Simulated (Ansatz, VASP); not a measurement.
**Cr: VASP beside Ansatz**

```
Cr
1.0
     2.47264    0.00000    0.00000
    -1.23632    2.14137    0.00000
     0.00000    0.00000   12.99423
Cr
6
Direct
  0.00000 0.00000 0.00000
  0.33333 0.66667 0.16714
  0.66667 0.33333 0.33286
  0.00000 0.00000 0.50000
  0.66667 0.33333 0.66714
  0.33333 0.66667 0.83286
```

Alike in both runs: task single point; functional PBEsol; k mesh 33 × 33 × 8; occupations gaussian, width 0.1 eV; no spin polarisation.

|  | VASP | Ansatz |
| --- | --- | --- |
| version | VASP 6.6.1 | Ansatz 0.2.0 |
| potentials or method | VASP PAW PBE potentials, release 64 (Cr_pv), cutoff 520 eV | scalar-relativistic, plane waves, PAW |
| valence electrons in the cell | 72 | 84 |

```csv
,VASP,Ansatz,Ansatz less VASP
gap on the k mesh at the Fermi level (eV),none,none,-
pressure (GPa),-0.5,0.0,+0.51
"traceless stress, the component that is largest in VASP (GPa)",0.11,0.03,-0.078
```

VASP's potentials were made for PBE, not for PBEsol. A gap of «none» marks a metal or a gap that the smearing closes. The functional is the same, so the differences come from potentials, cutoffs and numerics. VASP's potentials hold 72 valence electrons a cell and Ansatz's 84, so a difference there can come from the potentials and not from the codes.
